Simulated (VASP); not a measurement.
Here is a VASP 6.6.1 calculation.

File INCAR:

```
SYSTEM = Ni
  ALGO = Normal
  EDIFF = 1E-6
  ENCUT = 520
  GGA = PE
  ISIF = 2
  ISMEAR = -1
  LASPH = .True.
  LCHARG = .True.
  LELF = .True.
  LREAL = .False.
  LVHAR = .True.
  LWAVE = .False.
  NBANDS = 17
  NELM = 100
  PREC = Accurate
  SIGMA = 0.1
```

KPOINTS

```
k-points
0
Gamma
  17 17 16
  0 0 0
```

Contents of POSCAR:

```
Ni
1.0
   -3.0233416188      3.0237016917      1.2487141387
    3.0237016917     -3.0233416188      1.2487141387
    1.5741370517      1.5741370517     -1.2480546646
Ni
2
Direct
    0.0000238181      0.9999761819      0.0000000000
    0.7499761819      0.2500238181      0.5000000000
```

Potentials or basis: VASP PAW PBE potentials, release 64 (Ni).

Run with:

```sh
$ cat potpaw_PBE.64/Ni/POTCAR > POTCAR
$ mpirun -np 1 vasp_std > vasp.out
```

Predict the band gap on the k mesh.

zero (bands 10 and 11 overlap by 0.64 eV).

Estimate the pressure.

-12.2 GPa.

Stress tensor (GPa, compression positive):
```
-12.33  -0.09  -0.02
 -0.09 -12.33  -0.02
 -0.02  -0.02 -11.80
```

Caveat: the cell stands under tension; the run has no spin polarisation, though such a crystal can be magnetic. Spin polarisation is off, so any magnetic state and its effect on volume and gap are missing.
